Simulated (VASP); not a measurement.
# GaSb3 in VASP: further runs

The runs below take GaSb3 through single point, with PBE.

Program: VASP 6.6.1. These are calculated values, not measurements. Logs are shortened: lines on timing, memory, paths and dates and some standing lists are left out, and cuts for length are marked.

## 1. The cell of the first run

The structure is trigonal, space group P3m1 (No. 156). Conventional cell: a = 4.397 Å, b = 4.397 Å, c = 14.816 Å, α = 90.00°, β = 90.00°, γ = 120.00°. Ga (site symmetry 3m) has 4 Sb at 2.72 to 2.73 Å within 3.6 Å. Within 3.5 Å of Ga (site symmetry 3m) lie 4 Sb at 2.68 to 2.74 Å. Sb (site symmetry 3m) has 3 Ga at 2.72 Å and 3 Sb at 3.43 Å within 3.6 Å. Within 3.5 Å of Sb (site symmetry 3m) lie 4 Ga at 2.68 to 2.73 Å. Sb (site symmetry 3m) has 1 Ga at 2.74 Å and 3 Sb at 2.94 Å within 3.6 Å. Within 3.9 Å of Sb (site symmetry 3m) lie 6 Sb at 2.94 to 3.35 Å. Sb (site symmetry 3m) has 6 Sb at 2.97 to 3.35 Å within 3.9 Å. Within 3.9 Å of Sb (site symmetry 3m) lie 6 Sb at 2.97 to 3.43 Å.

## 2. Single point, PBE

INCAR reads:

```
SYSTEM = GaSb3
ALGO = Normal
EDIFF = 1E-6
ENCUT = 520
GGA = PE
ISIF = 2
ISMEAR = 0
LASPH = .True.
LCHARG = .True.
LELF = .True.
LREAL = .False.
LVHAR = .True.
LWAVE = .False.
NBANDS = 38
NELM = 100
PREC = Accurate
SIGMA = 0.1
```

KPOINTS reads:

```
k-points
0
Gamma
  12 12 2
  0 0 0
```

POSCAR reads:

```
GaSb3
1.0
    4.3972610889      0.0000000000      0.0000000000
   -2.1986305445      3.8081398100      0.0000000000
    0.0000000000      0.0000000000     14.8155864674
Ga Sb
2 6
Direct
    0.3333333333      0.6666666667      0.0649147232
    0.6666666667      0.3333333333      0.3075489180
    0.0000000000      0.0000000000      0.9996706412
    0.3333333333      0.6666666667      0.2491145935
    0.6666666667      0.3333333333      0.4926501904
    0.0000000000      0.0000000000      0.5927607346
    0.3333333333      0.6666666667      0.7403432059
    0.6666666667      0.3333333333      0.8439969930
```

Potentials or basis: VASP PAW PBE potentials, release 64 (Ga_d, Sb).

On the command line:

```sh
$ cat potpaw_PBE.64/Ga_d/POTCAR potpaw_PBE.64/Sb/POTCAR > POTCAR
$ mpirun -np 1 vasp_std > vasp.out
```

OUTCAR:

```text
SYSTEM = GaSb3
   EDIFF = 1E-6
   ENCUT = 520
   GGA = PE
   ISIF = 2
   ISMEAR = 0
   LASPH = .True.
   LREAL = .False.
   NELM = 100
   PREC = Accurate

 ion  position               nearest neighbor table
   1  0.333  0.667  0.065-   3 2.72   3 2.72   3 2.72   4 2.73
   2  0.667  0.333  0.308-   4 2.68   4 2.68   4 2.68   5 2.74
   3  0.000  0.000  1.000-   1 2.72   1 2.72   1 2.72   8 3.43   8 3.43   8 3.43
   4  0.333  0.667  0.249-   2 2.68   2 2.68   2 2.68   1 2.73
   5  0.667  0.333  0.493-   2 2.74   6 2.94   6 2.94   6 2.94
   6  0.000  0.000  0.593-   5 2.94   5 2.94   5 2.94   7 3.35   7 3.35   7 3.35
   7  0.333  0.667  0.740-   8 2.97   8 2.97   8 2.97   6 3.35   6 3.35   6 3.35
   8  0.667  0.333  0.844-   7 2.97   7 2.97   7 2.97   3 3.43   3 3.43   3 3.43

  LATTYP: Found a hexagonal cell.
 ALAT       =     4.3972610889
 C/A-ratio  =     3.3692760489

  Lattice vectors:

 A1 = (   4.3972610889,   0.0000000000,   0.0000000000)
 A2 = (  -2.1986305445,   3.8081398100,   0.0000000000)
 A3 = (   0.0000000000,   0.0000000000,  14.8155864674)

Analysis of symmetry for initial positions (statically):
=====================================================================
 Subroutine PRICEL returns:
 Original cell was already a primitive cell.

 Routine SETGRP: Setting up the symmetry group for a
 hexagonal supercell.

 Subroutine GETGRP returns: Found  6 space group operations
 (whereof  6 operations were pure point group operations)
 out of a pool of 24 trial point group operations.

The static configuration has the point symmetry C_3v.

Analysis of symmetry for dynamics (positions and initial velocities):
=====================================================================
 Subroutine PRICEL returns:
 Original cell was already a primitive cell.

 Routine SETGRP: Setting up the symmetry group for a
 hexagonal supercell.

 Subroutine GETGRP returns: Found  6 space group operations
 (whereof  6 operations were pure point group operations)
 out of a pool of 24 trial point group operations.

The dynamic configuration has the point symmetry C_3v.

 Subroutine INISYM returns: Found  6 space group operations
 (whereof  6 operations are pure point group operations),
 and found     1 'primitive' translations

----------------------------------------------------------------------------------------

                                     Primitive cell

  volume of cell :     248.0927

  direct lattice vectors                    reciprocal lattice vectors
     4.397261089  0.000000000  0.000000000     0.227414288  0.131297700  0.000000000
    -2.198630544  3.808139810  0.000000000     0.000000000  0.262595401  0.000000000
     0.000000000  0.000000000 14.815586467     0.000000000  0.000000000  0.067496484

  length of vectors
     4.397261089  4.397261089 14.815586467     0.262595401  0.262595401  0.067496484

  position of ions in fractional coordinates (direct lattice)
     0.333333333  0.666666667  0.064914723
     0.666666667  0.333333333  0.307548918
     0.000000000  0.000000000  0.999670641
     0.333333333  0.666666667  0.249114594
     0.666666667  0.333333333  0.492650190
     0.000000000  0.000000000  0.592760735
     0.333333333  0.666666667  0.740343206
     0.666666667  0.333333333  0.843996993

  ion indices of the primitive-cell ions
   primitive index   ion index
                 1           1
                 2           2
                 3           3
                 4           4
                 5           5
                 6           6
                 7           7
                 8           8

----------------------------------------------------------------------------------------

 KPOINTS: k-points

Automatic generation of k-mesh.
 Grid dimensions read from file:
 generate k-points for:   12   12    2

 Generating k-lattice:

  Cartesian coordinates                     Fractional coordinates (reciprocal lattice)
     0.018951191  0.010941475  0.000000000     0.083333333  0.000000000  0.000000000
     0.000000000  0.021882950  0.000000000     0.000000000  0.083333333  0.000000000
     0.000000000  0.000000000  0.033748242     0.000000000  0.000000000  0.500000000

  Length of vectors
     0.021882950  0.021882950  0.033748242

  Shift w.r.t. Gamma in fractional coordinates (k-lattice)
     0.000000000  0.000000000  0.000000000

 Subroutine IBZKPT returns following result:
 ===========================================

 Found     38 irreducible k-points:

 Following reciprocal coordinates:
            Coordinates               Weight
  0.000000  0.000000  0.000000      1.000000
  0.083333  0.000000  0.000000      6.000000
  0.166667  0.000000  0.000000      6.000000
  0.250000  0.000000  0.000000      6.000000
  0.333333  0.000000  0.000000      6.000000
  0.416667  0.000000  0.000000      6.000000
[... 16 lines left out ...]
  0.250000  0.000000  0.500000      6.000000
  0.333333  0.000000  0.500000      6.000000
 [... further k-points ...]
   k-points           NKPTS =     38   k-points in BZ     NKDIM =     38   number of bands    NBANDS=     38
   number of dos      NEDOS =    301   number of ions     NIONS =      8
   total plane-waves  NPLWV = 145152
   dimension x,y,z NGX =    36 NGY =   36 NGZ =  112
   dimension x,y,z NGXF=    72 NGYF=   72 NGZF=  224
   ions per type =               2   6
   NGX,Y,Z   is equivalent  to a cutoff of  13.61, 13.61, 12.57 a.u.
   NGXF,Y,Z  is equivalent  to a cutoff of  27.22, 27.22, 25.14 a.u.
 SYSTEM =  GaSb3
   PREC   = accura    normal or accurate (medium, high low for compatibility)
   ISTART =      0    job   : 0-new  1-cont  2-samecut
   ICHARG =      2    charge: 1-file 2-atom 10-const
   ISPIN  =      1    spin polarized calculation?
   LNONCOLLINEAR =      F non collinear calculations
   LSORBIT =      F    spin-orbit coupling
   LASPH  =      T    aspherical Exc in radial PAW
   ENCUT  =  520.0 eV  38.22 Ry    6.18 a.u.   8.18  8.18 27.55*2*pi/ulx,y,z
   NELM   =    100;   NELMIN=  2; NELMDL= -5     # of ELM steps
   EDIFF  = 0.1E-05   stopping-criterion for ELM
   LREAL  =      F    real-space projection
[... 7 lines left out ...]
   TEBEG  =    0.0;   TEEND  =   0.0 temperature during run
   PSTRESS=    0.0 pullay stress
   NELECT =      56.0000    total number of electrons
   NUPDOWN=      -1.0000    fix difference up-down
   EMIN   =  10.00;   EMAX   =-10.00  energy-range for DOS
   EFERMI =   0.00;   METHOD = LEGACY
   ISMEAR =     0;   SIGMA  =   0.10  broadening in eV -4-tet -1-fermi 0-gaus
   EFERMI_NEDOS =   21; number of points for ismear=-14 and -15
   IALGO  =     38    algorithm
   IMIX   =      4    mixing-type and parameters
     AMIX     =   0.40;   BMIX     =  1.00
     AMIX_MAG =   1.60;   BMIX_MAG =  1.00
  volume/ion in A,a.u.               =      31.01       209.28
  Fermi-wavevector in a.u.,A,eV,Ry     =   0.996780  1.883642 13.518358  0.993571
  Thomas-Fermi vector in A             =   2.128892
   LORBIT       =      0    0 simple, 1 ext, 2 COOP (PROOUT), +10 PAW based schemes
   GGA     = PE    functional components
   LHFCALC =     F    Hartree Fock is set to
   AEXX    =    0.0000 exact exchange contribution
   IVDW    =     0    specifies the selected vdW correction
   LEPSILON=     F    determine dielectric tensor
   LRPA    =     F    only Hartree local field effects (RPA)
 non-spin polarized calculation
 Gauss-broadening in eV      SIGMA  =   0.10
  energy-cutoff  :      520.00
  volume of cell :      248.09
 maximum number of plane-waves:      6706
 NGX is ok and might be reduce to    36
   NGX = 17   NGY = 17   NGZ = 55

 number of electron      55.9999999 magnetization

 Free energy of the ion-electron system (eV)
  ---------------------------------------------------
  ext. energy  EPLUGINS =         0.00000000
  ---------------------------------------------------
  free energy    TOTEN  =       -30.79806585 eV

  energy without entropy =      -30.79259308  energy(sigma->0) =      -30.79532947

 E-fermi :   5.5800     XC(G=0):  -9.0949

 val. band max:        5.5506973223   @ k =   0.1667   0.0000   0.5000
 cond. band min:       5.5914909516   @ k =   0.4167   0.0000   0.0000
 fundamental gap:      0.0407936293
 Fermi energy:         5.5799657588

 k-point     1 :       0.0000    0.0000    0.0000
  band No.  band energies     occupation
      1      -9.7529      2.00000
      2      -9.7144      2.00000
      3      -9.7144      2.00000
      4      -9.6810      2.00000
      5      -9.6810      2.00000
      6      -9.3077      2.00000
[... 30 lines left out ...]
     37       8.6280      0.00000
     38       8.6280      0.00000

 k-point     2 :       0.0833    0.0000    0.0000
  band No.  band energies     occupation
      1      -9.7523      2.00000
      2      -9.7156      2.00000
      3      -9.7140      2.00000
      4      -9.6813      2.00000
      5      -9.6805      2.00000
      6      -9.3072      2.00000
[... 30 lines left out ...]
     37       8.5964      0.00000
     38       8.8741      0.00000

 k-point     3 :       0.1667    0.0000    0.0000
  band No.  band energies     occupation
      1      -9.7506      2.00000
      2      -9.7188      2.00000
      3      -9.7132      2.00000
      4      -9.6821      2.00000
      5      -9.6791      2.00000
      6      -9.3059      2.00000
[... 30 lines left out ...]
     37       8.8212      0.00000
     38       9.0725      0.00000

 k-point     4 :       0.2500    0.0000    0.0000
  band No.  band energies     occupation
      1      -9.7486      2.00000
      2      -9.7231      2.00000
      3      -9.7123      2.00000
      4      -9.6831      2.00000
      5      -9.6769      2.00000
      6      -9.3045      2.00000
[... 30 lines left out ...]
     37       9.1801      0.00000
     38       9.6561      0.00000
[... 703 lines left out ...]
      4      -9.6821      2.00000
      5      -9.6791      2.00000
      6      -9.3059      2.00000
[... 30 lines left out ...]
     37       8.8574      0.00000
     38       9.0260      0.00000

 k-point    23 :       0.2500    0.0000    0.5000
  band No.  band energies     occupation
      1      -9.7486      2.00000
      2      -9.7231      2.00000
      3      -9.7123      2.00000
      4      -9.6831      2.00000
      5      -9.6769      2.00000
      6      -9.3045      2.00000
[... 30 lines left out ...]
     37       9.2622      0.00000
     38       9.4962      0.00000

 k-point    24 :       0.3333    0.0000    0.5000
  band No.  band energies     occupation
      1      -9.7469      2.00000
      2      -9.7269      2.00000
      3      -9.7116      2.00000
      4      -9.6842      2.00000
      5      -9.6744      2.00000
      6      -9.3037      2.00000
[... 30 lines left out ...]
     37       8.9376      0.00000
     38       9.9091      0.00000

 [... further k-points ...]

------------------------ aborting loop because EDIFF is reached ----------------------------------------

  FORCE on cell =-STRESS in cart. coord.  units (eV):
  Direction    XX          YY          ZZ          XY          YZ          ZX
  --------------------------------------------------------------------------------------
  -------------------------------------------------------------------------------------
  Total        0.1125456      0.1125456      0.0430264     -0.0000000      0.0000000     -0.0000000
  in kB        0.7268173      0.7268173      0.2778635     -0.0000000      0.0000000     -0.0000000
  external PRESSURE =       0.5771660 kB  Pullay stress =       0.0000000 kB

 VOLUME and BASIS-vectors are now :
 -----------------------------------------------------------------------------
  energy-cutoff  :      520.00
  volume of cell :      248.09
      direct lattice vectors                 reciprocal lattice vectors
     4.397261089  0.000000000  0.000000000     0.227414288  0.131297700  0.000000000
    -2.198630544  3.808139810  0.000000000     0.000000000  0.262595401  0.000000000
     0.000000000  0.000000000 14.815586467     0.000000000  0.000000000  0.067496484

 POSITION                                       TOTAL-FORCE (eV/Angst)
 -----------------------------------------------------------------------------------
     -0.00000      2.53876      0.96175         0.000000      0.000000      0.002848
      2.19863      1.26938      4.55652         0.000000      0.000000      0.002674
      0.00000      0.00000     14.81071        -0.000000      0.000000     -0.014386
     -0.00000      2.53876      3.69078        -0.000000      0.000000     -0.007154
      2.19863      1.26938      7.29890        -0.000000      0.000000     -0.016240
      0.00000      0.00000      8.78210        -0.000000      0.000000      0.035131
     -0.00000      2.53876     10.96862        -0.000000      0.000000     -0.030535
      2.19863      1.26938     12.50431        -0.000000     -0.000000      0.027661
 -----------------------------------------------------------------------------------
    total drift:                               -0.000002      0.000001     -0.000372

  FREE ENERGIE OF THE ION-ELECTRON SYSTEM (eV)
  ---------------------------------------------------
  free  energy   TOTEN  =       -30.7980658540 eV

  energy  without entropy=      -30.7925930798  energy(sigma->0) =      -30.79532947
```

Run time: 3.4 min. Hardware: 1 thread of Intel Xeon 6975P-C (Granite Rapids), shared host; peak memory 0.56 GiB.

Results:

* Free energy: -30.7981 eV
* Pressure: 0.1 GPa
* Largest force: 0.035 eV/Å
* Band gap on the k mesh: zero (bands 28 and 29 overlap by 0.04 eV)

Forces in eV/Å, atoms in the order of the input:
```
Ga   0.000  0.000  0.003
Ga   0.000  0.000  0.003
Sb   0.000  0.000 -0.014
Sb   0.000  0.000 -0.007
Sb   0.000  0.000 -0.016
Sb   0.000  0.000  0.035
Sb   0.000  0.000 -0.031
Sb   0.000  0.000  0.028
```

Caveat: semilocal functionals underestimate gaps, and a narrow one can read as zero; spin-orbit coupling is left out, which moves the levels of the heavy elements.

## 3. Single point, PBE

INCAR reads:

```
ALGO = Normal ; EDIFF = 1E-7
ENCUT = 520 ; GGA = PE
ISIF = 2 ; ISMEAR = 0
LASPH = True ; LCHARG = False
LREAL = False ; LWAVE = False
NBANDS = 38 ; NELM = 60
PREC = Accurate ; SIGMA = 0.1
```

KPOINTS reads:

```
k-points
0
Gamma
  12 12 2
```

POSCAR is that of step 2.

Potentials or basis: VASP PAW PBE potentials, release 64 (Ga_d, Sb).

On the command line:

```sh
$ cat potpaw_PBE.64/Ga_d/POTCAR potpaw_PBE.64/Sb/POTCAR > POTCAR
$ mpirun -np 1 vasp_std > vasp.out
```

It took 3.2 min on 1 thread of Intel Xeon 6975P-C (Granite Rapids), shared host; peak memory 0.56 GiB.

It converged, with:

- Free energy: -30.7981 eV
- Pressure: 0.1 GPa
- Largest force: 0.035 eV/Å
- Band gap on the k mesh: zero (bands 28 and 29 overlap by 0.04 eV)

Forces on the atoms (eV/Å):
```
Ga   0.000  0.000  0.003
Ga   0.000  0.000  0.003
Sb   0.000  0.000 -0.014
Sb   0.000  0.000 -0.007
Sb   0.000  0.000 -0.016
Sb   0.000  0.000  0.035
Sb   0.000  0.000 -0.031
Sb   0.000  0.000  0.028
```

Levels at points of the mesh, in eV from the Fermi level:
| k point | band 25 | band 26 | band 27 | band 28 | band 29 | band 30 | band 31 | band 32 |
| --- | --- | --- | --- | --- | --- | --- | --- | --- |
| (0.00, 0.00, 0.00) | -1.02 | -0.45 | -0.39 | -0.39 | 0.09 | 0.27 | 0.61 | 0.61 |
| (0.50, 0.00, 0.00) | -2.26 | -1.79 | -1.32 | -0.76 | -0.07 | 0.37 | 1.05 | 1.34 |
| (0.00, 0.00, 0.50) | -0.87 | -0.60 | -0.46 | -0.46 | 0.07 | 0.28 | 0.71 | 0.71 |
| (0.50, 0.00, 0.50) | -2.05 | -1.87 | -1.54 | -1.45 | 0.52 | 0.94 | 1.23 | 1.49 |

Caveat: semilocal functionals underestimate gaps, and a narrow one can read as zero; spin-orbit coupling is left out, which moves the levels of the heavy elements.

## 4. Single point, PBE

INCAR reads:

```
SYSTEM = GaSb3
PREC = Accurate
ENCUT = 520
EDIFF = 1E-6
ISMEAR = 0
SIGMA = 0.2
LREAL = .False.
LASPH = .True.
NELM = 80
ALGO = Normal
ISIF = 2
LWAVE = .False.
LCHARG = .False.
GGA = PE
NBANDS = 38
```

KPOINTS reads:

```
Automatic mesh
0
Gamma
  6 6 2
  0 0 0
```

POSCAR reads:

```
GaSb3
1.0
    4.4012890666     -0.0000471136      0.0009680207
   -2.2006828060      3.8114213739     -0.0001266271
    0.0027486089      0.0013119307     14.7855331316
Ga Sb
2 6
Direct
    0.3337459392      0.6673004954      0.0650050316
    0.6676292686      0.3342909959      0.3072605702
    0.0007658555      0.0008334458      1.0010138747
    0.3343539497      0.6676534409      0.2493646703
    0.6661765747      0.3322626652      0.4929845919
   -0.0009386697     -0.0013016372      0.5931374846
    0.3328137396      0.6663137841      0.7393983477
    0.6654533424      0.3326468100      0.8428354289
```

On the command line:

```sh
$ cat potpaw_PBE.64/Ga_d/POTCAR potpaw_PBE.64/Sb/POTCAR > POTCAR
$ mpirun -np 1 vasp_std > vasp.out
```

Wall time 3.4 min (1 thread of Intel Xeon 6975P-C (Granite Rapids), shared host); peak memory 0.56 GiB.

It converged, with:

| Item | Value |
| --- | --- |
| Free energy | -30.8154 eV |
| Pressure | 0.0 GPa |
| Largest force | 0.029 eV/Å |
| Band gap on the k mesh | zero (bands 28 and 29 overlap by 0.04 eV) |

Forces in eV/Å, atoms in the order of the input:
```
Ga   0.002  0.001 -0.003
Ga   0.000  0.000  0.007
Sb  -0.002 -0.002 -0.004
Sb   0.000 -0.001 -0.009
Sb  -0.002  0.003 -0.019
Sb   0.001  0.000  0.029
Sb  -0.002  0.000 -0.025
Sb   0.003  0.000  0.025
```

Levels at points of the mesh, in eV from the Fermi level:
```tsv
k point	band 26	band 27	band 28	band 29	band 30	band 31
(0.00, 0.00, 0.00)	-0.45	-0.39	-0.38	0.08	0.26	0.59
(0.50, 0.00, 0.00)	-1.76	-1.32	-0.75	-0.06	0.39	1.05
(0.50, 0.50, 0.00)	-1.77	-1.32	-0.74	-0.05	0.39	1.05
(0.00, 0.50, 0.00)	-1.78	-1.32	-0.74	-0.05	0.39	1.05
(0.00, 0.00, 0.50)	-0.60	-0.45	-0.45	0.06	0.28	0.69
(0.50, 0.00, 0.50)	-1.86	-1.52	-1.46	0.53	0.95	1.25
(0.50, 0.50, 0.50)	-1.85	-1.51	-1.46	0.54	0.95	1.25
(0.00, 0.50, 0.50)	-1.85	-1.51	-1.46	0.54	0.95	1.25
```

Caveat: semilocal functionals underestimate gaps, and a narrow one can read as zero; spin-orbit coupling is left out, which moves the levels of the heavy elements.

The gap in the log of VASP goes by the Fermi energy; the results here count the filled bands.